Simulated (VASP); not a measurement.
Write the native input for VASP 6.6.1 that does the following.

```
Task                   : single point
Functional             : revPBE
Potentials or basis    : VASP PAW PBE potentials, release 64 (Ni)
Cutoff                 : 520 eV
k mesh                 : 18 × 18 × 18
Occupations            : fermi-dirac, width 0.05 eV
Spin                   : collinear spin, ferromagnetic start
Starting moments       : [0.607] μB
Dipole correction      : no
Further INCAR settings : ALGO = Normal; EDIFF = 1e-06; NBANDS = 15
```

The structure of Ni lies in POSCAR:

```
Ni
1.0
   -1.3513853660      1.3513853660      1.3513853660
    1.3513853660     -1.3513853660      1.3513853660
    1.3513853660      1.3513853660     -1.3513853660
Ni
1
Direct
    0.0000000000      0.0000000000      0.0000000000
```

This cell differs from its parent crystal: volume scaled by 0.88.

The input as run:

INCAR

```
PREC = Accurate
ENCUT = 520
EDIFF = 1E-6
ISMEAR = -1
SIGMA = 0.05
LREAL = F
LASPH = T
NELM = 150
ALGO = Normal
ISIF = 2
LWAVE = F
LCHARG = F
ISPIN = 2
MAGMOM = 0.607
LORBIT = 11
LMAXMIX = 4
GGA = RE
NBANDS = 15
```

KPOINTS

```
regular mesh
0
Gamma
  18 18 18
```

Potentials or basis: VASP PAW PBE potentials, release 64 (Ni).

Command:

```console
$ cat potpaw_PBE.64/Ni/POTCAR > POTCAR
$ mpirun -np 1 vasp_std > vasp.out
```

It gave:

```json
{"Pressure": "30.9 GPa", "Net moment": "0.50 μB per cell", "Site moments": "Ni +0.50 μB", "Valence electrons inside the program's atomic spheres": "Ni 9.50"}
```

Caveat: the PAW data sets were made with another functional, which shifts forces and pressure a little.

Run time: 38 s on 1 thread of AMD EPYC 9R45 96-Core Processor (Zen 5), on a shared host, peak memory 0.13 GiB.
